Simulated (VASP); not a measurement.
Set up this calculation in VASP 6.6.1, as the native input.

| Property | Result |
| --- | --- |
| Task | single point |
| Functional | PBE |
| Potentials or basis | VASP PAW PBE potentials, release 64 (Co, Si) |
| Cutoff | 520 eV |
| k mesh | 16 × 16 × 16 |
| Occupations | gaussian, width 0.15 eV |
| Spin | no spin polarisation |
| Dipole correction | no |
| Further INCAR settings | ALGO = Normal; EDIFF = 1e-06; NBANDS = 16 |

The structure of CoSi2 lies in POSCAR:

```
CoSi2
1.0
    0.0000000000      2.5191427143      2.6799390578
    2.6799390578      0.0000000000      2.6799390578
    2.6799390578      2.5191427143      0.0000000000
Co Si
1 2
Direct
    0.0000000000      0.0000000000      0.0000000000
    0.2500000000      0.2500000000      0.2500000000
    0.7500000000      0.7500000000      0.7500000000
```

This cell differs from its parent crystal: strain -0.0600 x Voigt [0, 1, 0, 0, 0, 0].

The input as run:

INCAR

```
  PREC = Accurate
  ENCUT = 520
  EDIFF = 1E-6
  ISMEAR = 0
  SIGMA = 0.15
  LREAL = F
  LASPH = T
  NELM = 80
  ALGO = Normal
  ISIF = 2
  LWAVE = F
  LCHARG = F
  GGA = PE
  NBANDS = 16
```

KPOINTS

```
regular mesh
0
Gamma
  16 16 16
```

Potentials or basis: VASP PAW PBE potentials, release 64 (Co, Si).

The run is started by

```bash
$ cat potpaw_PBE.64/Co/POTCAR potpaw_PBE.64/Si/POTCAR > POTCAR
$ mpirun -np 1 vasp_std > vasp.out
```

It gave:

| Property | Result |
| --- | --- |
| Pressure | 12.9 GPa |
| Band gap on the k mesh | zero (an odd number of electrons rules out a gap without spin polarisation) |

Caveat: the cell differs from its parent crystal (strain -0.0600 x Voigt [0, 1, 0, 0, 0, 0]); the stress differs along the axes, from 10 to 18 GPa; an odd number of electrons without spin polarisation forces a metal; a magnetic or distorted state may lie lower.

Run time: 73 s on 1 thread of Intel(R) Xeon(R) 6975P-C (Granite Rapids) (shared host), peak memory 0.31 GiB.
